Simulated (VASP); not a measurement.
TaN: relaxation of cell and atoms with LDA

TaN:

```
CELL_PARAMETERS angstrom
2.90690 0.00000 0.00000
-1.45345 2.51745 0.00000
0.00000 0.00000 2.85087
ATOMIC_POSITIONS crystal
Ta 0.33333 0.66667 0.50000
N 0.00000 0.00000 0.00000
```

* Program: VASP 6.6.1
* Task: relaxation of cell and atoms
* Functional: LDA
* Potentials or basis: VASP PAW LDA potentials, release 64 (Ta_pv, N)
* Cutoff: 600 eV
* k mesh: 18 × 18 × 14
* Occupations: fermi-dirac, width 0.15 eV
* Spin: no spin polarisation
* Target pressure: 16 GPa
* Dipole correction: no
* Further INCAR settings: ALGO = Normal; EDIFF = 1e-06; IBRION = 2; EDIFFG = -0.001; NSW = 80; ISIF = 3

```
Relaxed volume                                             : 10.08 Å³/atom
Relaxed cell                                               : a = 2.872 Å, b = 2.872 Å, c = 2.824 Å, α = 90.00°, β = 90.00°, γ = 120.00°
Space group after relaxing (to 0.1 Å)                      : P-6m2 (No. 187)
Energy change on relaxing (the run minimises the enthalpy) : +19.0 meV/atom
Ionic steps                                                : 33
Pressure after relaxing                                    : 16.0 GPa
Band gap on the k mesh                                     : zero (bands 8 and 9 overlap by 0.38 eV)
```

The path:
```tsv
step	energy change (eV)	largest force (eV/Å)	pressure (GPa)	volume (Å³)
1	0.0000	0.0000	1.97	20.86
2	0.5458	0.0000	72.15	18.22
3	0.0349	0.0000	15.32	20.20
4	0.0376	0.0000	15.93	20.18
5	0.0390	0.0000	16.25	20.16
6	0.0397	0.0000	16.29	20.15
7	0.0392	0.0000	16.26	20.16
8	0.0392	0.0000	16.26	20.16
9	0.0394	0.0000	16.28	20.16
10	0.0392	0.0000	16.27	20.16
11	0.0392	0.0000	16.28	20.16
12	0.0353	0.0000	15.45	20.20
13	0.0380	0.0000	15.98	20.17
14	0.0381	0.0000	16.01	20.17
15	0.0381	0.0000	16.03	20.17
16	0.0380	0.0000	16.03	20.17
17	0.0380	0.0000	16.03	20.17
18	0.0379	0.0000	16.00	20.17
19	0.0380	0.0000	16.02	20.17
20	0.0380	0.0000	16.01	20.17
21	0.0380	0.0000	16.01	20.17
22	0.0380	0.0000	16.02	20.17
23	0.0380	0.0000	16.02	20.17
24	0.0378	0.0000	16.02	20.17
25	0.0372	0.0000	15.84	20.18
26	0.0378	0.0000	15.95	20.17
27	0.0378	0.0000	15.96	20.17
28	0.0378	0.0000	15.97	20.17
29	0.0379	0.0000	15.97	20.17
30	0.0383	0.0000	16.07	20.17
31	0.0380	0.0000	16.08	20.17
32	0.0380	0.0000	16.03	20.17
33	0.0379	0.0000	16.01	20.17
```

Final structure:
```yaml
crystal:
  lattice:
    - [2.87186, 0.00000, 0.00000]
    - [-1.43593, 2.48710, 0.00000]
    - [0.00000, 0.00000, 2.82388]
  atoms:
    - { symbol: Ta, position: [0.33333, 0.66667, 0.50000] }
    - { symbol: N, position: [0.00000, 0.00000, 0.00000] }
```

Levels at points of the mesh, in eV from the Fermi level:
| k point | band 4 | band 5 | band 6 | band 7 | band 8 | band 9 | band 10 | band 11 | band 12 |
| --- | --- | --- | --- | --- | --- | --- | --- | --- | --- |
| (0.00, 0.00, 0.00) | -18.09 | -4.88 | -4.88 | -4.58 | -3.01 | 2.84 | 3.83 | 3.83 | 4.27 |
| (0.50, 0.00, 0.00) | -15.48 | -8.65 | -5.59 | -3.81 | -3.28 | 3.16 | 4.40 | 5.51 | 5.74 |
| (0.00, 0.00, 0.50) | -14.97 | -9.76 | -4.01 | -4.01 | -0.19 | -0.19 | 2.55 | 3.44 | 3.44 |
| (0.50, 0.00, 0.50) | -15.99 | -7.73 | -6.43 | -6.11 | -0.19 | 4.63 | 5.82 | 6.60 | 7.63 |

Wall time 13 min on 1 thread of Intel Xeon 8259CL (shared host), peak memory 0.24 GiB.

Caveat: the cell is relaxed towards a set pressure, so the run minimises the enthalpy, not the energy; spin-orbit coupling is left out, which moves the levels of the heavy elements. Zero-point motion and thermal expansion aren't in these numbers.
